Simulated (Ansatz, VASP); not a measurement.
HgS in VASP and in Ansatz

The input INCAR:

```
SYSTEM = HgS
ALGO     = Normal         ! electronic algorithm
EDIFF    = 1E-6           ! SCF threshold, eV
ENCUT    = 500            ! plane-wave cutoff, eV
GGA      = RP             ! functional
GGA_COMPAT= .False.      
ISIF     = 2              ! what is computed and relaxed
ISMEAR   = 0              ! smearing method
LASPH    = .True.         ! aspherical terms in the spheres
LCHARG   = .True.         ! write CHGCAR
LELF     = .True.         ! ELF
LREAL    = .False.        ! projectors in reciprocal space
LVHAR    = .True.       
LWAVE    = .False.        ! write WAVECAR
NBANDS   = 16             ! bands
NELM     = 120            ! most SCF steps
PREC     = Accurate       ! precision mode
SIGMA    = 0.05           ! smearing width, eV
```

Contents of KPOINTS:

```
k-points
0
Gamma
  8 8 8
  0 0 0
```

File POSCAR:

```
HgS
1.0
    0.0000000000      3.0383115951      3.0383115951
    3.0383115951      0.0000000000      3.0383115951
    3.0383115951      3.0383115951      0.0000000000
Hg S
1 1
Direct
    0.0000000000      0.0000000000      0.0000000000
    0.7500000000      0.7500000000      0.7500000000
```

Input for Ansatz:

```yaml
crystal:
  lattice:
    - [0.0, 3.0383115951, 3.0383115951]
    - [3.0383115951, 0.0, 3.0383115951]
    - [3.0383115951, 3.0383115951, 0.0]
  atoms:
    - { symbol: Hg, position: [0.0, 0.0, 0.0] }
    - { symbol: S, position: [0.75, 0.75, 0.75] }
basis:
  ecutwfc: 420
  ecutrho_ratio: 4
kpoints:
  mp_grid: { grid: [8, 8, 8] }
hamiltonian:
  xc: rpbe
scf:
  occupations: { method: gaussian, width: 0.05 }
output:
  forces: true
  stress: true
  eigenvalues: true
```

Alike in both runs: task single point; functional RPBE; k mesh 8 × 8 × 8; occupations gaussian, width 0.05 eV; no spin polarisation.

```csv
,VASP,Ansatz
version,VASP 6.6.1,Ansatz 0.2.0
potentials or method,"VASP PAW PBE potentials, release 64 (Hg, S), cutoff 500 eV","scalar-relativistic, plane waves, PAW"
valence electrons in the cell,18,26
```

|  | VASP | Ansatz | Ansatz less VASP |
| --- | --- | --- | --- |
| gap on the k mesh at the Fermi level (eV) | none | none | - |
| pressure (GPa) | 0.2 | 0.0 | -0.16 |

VASP's potentials were made for PBE, not for RPBE. A gap of «none» marks a metal or a gap that the smearing closes. With one functional, cell and mesh, what is left measures potentials, basis and numerics. VASP's potentials hold 18 valence electrons a cell and Ansatz's 26, so a difference there can come from the potentials and not from the codes.

Neither program's run includes spin-orbit coupling.
